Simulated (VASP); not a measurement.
A run of VASP 6.6.1:

The input INCAR:

```
SYSTEM = KBr
  PREC = Accurate
  ENCUT = 500
  EDIFF = 1E-6
  ISMEAR = 0
  SIGMA = 0.01
  LREAL = .FALSE.
  LASPH = .TRUE.
  NELM = 120
  ALGO = Normal
  ISIF = 2
  LWAVE = .FALSE.
  LCHARG = .FALSE.
  GGA = PE
  NBANDS = 15
  GGA_COMPAT = .FALSE.
```

The input KPOINTS:

```
Automatic mesh
0
G
  4 4 4
  0 0 0
```

POSCAR

```
KBr
1.0
    4.1046779500      0.0000000000      0.0000000000
    0.0000000000      4.1046779500      0.0000000000
    0.0000000000      0.0000000000      4.1046779500
K Br
1 1
Direct
    0.0000000000      0.0000000000      0.0000000000
    0.5000000000      0.5000000000      0.5000000000
```

Potentials or basis: VASP PAW PBE potentials, release 64 (K_sv, Br).

Launch:

```sh
$ cat potpaw_PBE.64/K_sv/POTCAR potpaw_PBE.64/Br/POTCAR > POTCAR
$ mpirun -np 1 vasp_std > vasp.out
```

Hardware: 1 thread of Intel(R) Xeon(R) Platinum 8488C (Sapphire Rapids) (shared host).

Problem. Estimate the wall time of this run.

Solution. It took 8.5 s on 1 thread of Intel(R) Xeon(R) Platinum 8488C (Sapphire Rapids) (shared host), peak memory 0.15 GiB. Counts: scf iterations 12, k points 10.
